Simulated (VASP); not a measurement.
Cu:

```
CELL_PARAMETERS angstrom
0.00000 1.79093 1.79093
1.79093 0.00000 1.79093
1.79093 1.79093 0.00000
ATOMIC_POSITIONS crystal
Cu 0.00000 0.00000 0.00000
```

Program: VASP 6.6.1. Alike in all runs: task single point; no spin polarisation; cell as given; k mesh 12 × 12 × 12; cutoff (eV) 520; smearing fermi-dirac 0.06 eV.

Task: Order these runs on this cell by their pressure, lowest first.
A. level LDA; potentials or basis VASP PAW LDA potentials, release 64 (Cu)
B. level PBEsol; potentials or basis VASP PAW PBE potentials, release 64 (Cu)
C. level PBE; potentials or basis VASP PAW PBE potentials, release 64 (Cu)

Result: A (-8.1 GPa), B (-1.8 GPa), C (6.7 GPa).

Caveats: the PAW data sets were made with another functional, which shifts forces and pressure a little (some runs).
